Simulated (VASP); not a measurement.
Ag2O: single point with r2SCAN

The system is Ag2O.

```xyz
6
Lattice="4.7254 0.0000 0.0000 0.0000 4.7254 0.0000 0.0000 0.0000 4.7254" Properties=species:S:1:pos:R:3 pbc="T T T"
Ag    1.1814    1.1814    1.1814
Ag    1.1814    3.5441    3.5441
Ag    3.5441    3.5441    1.1814
Ag    3.5441    1.1814    3.5441
O     0.0000    0.0000    0.0000
O     2.3627    2.3627    2.3627
```

```json
{
 "Program": "VASP 6.6.1",
 "Task": "single point",
 "Functional": "r2SCAN",
 "Potentials or basis": "VASP PAW PBE potentials, release 64 (Ag, O)",
 "Cutoff": "660 eV",
 "k mesh": "7 × 7 × 7",
 "Occupations": "fermi-dirac, width 0.1 eV",
 "Spin": "no spin polarisation"
}
```

| Item | Value |
| --- | --- |
| Pressure | 1.6 GPa |
| Band gap on the k mesh | 0.27 eV |

Levels at points of the mesh, in eV from the valence-band top:
```tsv
k point	band 25	band 26	band 27	band 28	band 29	band 30	band 31	band 32
(0.00, 0.00, 0.00)	-2.79	0.00	0.00	0.00	0.27	2.36	2.36	7.78
```

Run time: 2.4 min on 1 thread of Intel(R) Xeon(R) 6975P-C (Granite Rapids), on a shared host, peak memory 0.3 GiB.

Caveat: semilocal functionals underestimate gaps, and a narrow one can read as zero; the PAW data sets were made with another functional, which shifts forces and pressure a little; an odd mesh through Γ misses points on the zone boundary, where band edges can lie.
